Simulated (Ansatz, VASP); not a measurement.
## TaN: VASP beside Ansatz

```
Ta N
1.0
     0.00000    2.21132    2.21132
     2.21132    0.00000    2.21132
     2.21132    2.21132    0.00000
Ta N
1 1
Direct
  0.50000 0.50000 0.50000
  0.00000 0.00000 0.00000
```

Alike in both runs: task single point; functional PBE; k mesh 7 × 7 × 7; occupations fermi-dirac, width 0.03 eV; no spin polarisation.

|  | VASP | Ansatz |
| --- | --- | --- |
| version | VASP 6.6.1 | Ansatz 0.2.0 |
| potentials or method | VASP PAW PBE potentials, release 64 (Ta_pv, N), cutoff 600 eV | all-electron LAPW, scalar-relativistic |

Ansatz gave:

| Item | Value |
| --- | --- |
| gap on the k mesh at the Fermi level (eV) | none |
| pressure (GPa) | -1.3 |

Q: What did VASP give for the same quantities?

A: gap on the k mesh at the Fermi level (eV): none; pressure (GPa): -0.8.

A gap of «none» marks a metal or a gap that the smearing closes. Ansatz ran all-electron here, and VASP with PAW potentials.

Spin-orbit coupling is off throughout. Noted on Ansatz's run: the k mesh is thin for a metal, which can move the energy by tens of meV per atom.
